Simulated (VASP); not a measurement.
Se:

```xyz
1
Lattice="2.3913 0.0000 0.0000 -0.7080 2.2840 0.0000 -0.7080 -0.9607 2.0722" Properties=species:S:1:pos:R:3 pbc="T T T"
Se    0.0000    0.0000    0.0000
```

```yaml
Program: VASP 6.6.1
Task: relaxation of cell and atoms
Functional: LDA
Potentials_or_basis: VASP PAW LDA potentials, release 64 (Se)
Cutoff: 600 eV
k_mesh: 19 × 19 × 19
Occupations: fermi-dirac, width 0.05 eV
Spin: no spin polarisation
```

At the start: pressure 149.0 GPa; volume 11.32 Å³/atom.

Question: How do energy, volume and symmetry change on relaxing?

Answer: Over 23 steps the energy falls by 2567.6 meV/atom and the volume is 21.24 Å³/atom (+87.7 %); space group R-3m (No. 166, to 0.1 Å) before, Pm-3m (No. 221, to 0.1 Å).

Step by step:
```tsv
step	energy change (eV)	largest force (eV/Å)	pressure (GPa)	volume (Å³)
1	0.0000	0.0000	148.96	11.32
2	-0.7876	0.0000	-11.57	38.78
3	-2.2367	0.0000	-4.82	20.27
4	-2.2508	0.0000	-2.68	19.69
5	-2.2563	0.0000	0.23	19.02
6	-2.2560	0.0000	-0.62	19.20
7	-2.3074	0.0000	-0.52	19.28
8	-2.4671	0.0000	2.07	19.32
9	-2.4668	0.0000	14.30	18.64
10	-2.4786	0.0000	13.26	18.79
11	-2.5090	0.0000	10.47	19.25
12	-2.5472	0.0000	5.20	20.11
13	-2.5087	0.0000	-3.86	21.66
14	-2.5535	0.0000	2.68	20.52
15	-2.5535	0.0000	2.16	20.60
16	-2.5548	0.0000	2.27	20.60
17	-2.5578	0.0000	2.57	20.60
18	-2.5608	0.0000	3.00	20.56
19	-2.5658	0.0000	1.46	20.89
20	-2.5676	0.0000	-0.24	21.28
21	-2.5676	0.0000	-0.09	21.25
22	-2.5676	0.0000	-0.15	21.26
23	-2.5676	0.0000	-0.06	21.24
```

Final structure:
```
CELL_PARAMETERS angstrom
2.70004 0.33276 0.52108
-0.48160 2.67750 0.52108
-0.48160 -0.65350 2.64829
ATOMIC_POSITIONS crystal
Se 0.00000 0.00000 0.00000
```

Caveat: the volume moved by over 15 % at a fixed basis, so the end points are rough.
